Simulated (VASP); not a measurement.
Input of a VASP 6.6.1 run:

Contents of INCAR:

```
SYSTEM = La2O3
PREC = Accurate
ENCUT = 520
EDIFF = 1E-6
ISMEAR = -1
SIGMA = 0.05
LREAL = .False.
LASPH = .True.
NELM = 100
ALGO = Normal
ISIF = 2
LWAVE = .False.
LCHARG = .True.
GGA = PE
LELF = .True.
LVHAR = .True.
NBANDS = 28
```

Contents of KPOINTS:

```
regular mesh
0
Gamma
  5 5 8
  0 0 0
```

File POSCAR:

```
La2O3
1.0
    6.1388509059      0.0000000000      0.0000000000
   -3.0694254530      5.3164008346      0.0000000000
    0.0000000000      0.0000000000      3.2324049356
La O
2 3
Direct
    0.6666666667      0.3333333333      0.5000000000
    0.3333333333      0.6666666667      0.5000000000
    0.5080139900      0.0000000000      0.0000000000
    0.0000000000      0.5080139900      0.0000000000
    0.4919860100      0.4919860100      0.0000000000
```

Potentials or basis: VASP PAW PBE potentials, release 64 (La, O).

Launch:

```bash
$ cat potpaw_PBE.64/La/POTCAR potpaw_PBE.64/O/POTCAR > POTCAR
$ mpirun -np 1 vasp_std > vasp.out
```

(1) Predict the pressure.

(2) Estimate the band gap on the k mesh.

(3) Estimate the largest force.

Results:

(1) 9.0 GPa.

(2) 1.20 eV (least direct gap 1.90 eV).

(3) 0.012 eV/Å.

Caveat: the cell stands under pressure; spin-orbit coupling is left out, which moves the levels of the heavy elements; an odd mesh through Γ misses points on the zone boundary, where band edges can lie.
